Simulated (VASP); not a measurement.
Input of a VASP 6.6.1 run:

INCAR

```
PREC = Accurate
ENCUT = 520
EDIFF = 1E-6
ISMEAR = -1
SIGMA = 0.05
LREAL = False
LASPH = True
NELM = 150
ALGO = Normal
ISIF = 2
LWAVE = False
LCHARG = True
ISPIN = 2
MAGMOM = 1 0
LORBIT = 11
LMAXMIX = 4
LELF = True
LVHAR = True
NBANDS = 18
```

The input KPOINTS:

```
Automatic mesh
0
Gamma
  9 9 9
```

POSCAR

```
AlNi
1.0
    2.9000800262      0.0000000000      0.0000000000
    0.0000000000      2.9000800262      0.0000000000
    0.0000000000      0.0000000000      2.9000800262
Ni Al
1 1
Direct
    0.5000000000      0.5000000000      0.5000000000
    0.0000000000      0.0000000000      0.0000000000
```

Potentials or basis: VASP PAW LDA potentials, release 64 (Ni, Al).

Command:

```bash
$ cat potpaw_LDA.64/Ni/POTCAR potpaw_LDA.64/Al/POTCAR > POTCAR
$ mpirun -np 1 vasp_std > vasp.out
```

Q: What does it give for the net moment?

A: 0.00 μB per cell.

Q: What does it give for the pressure?

A: -11.1 GPa.
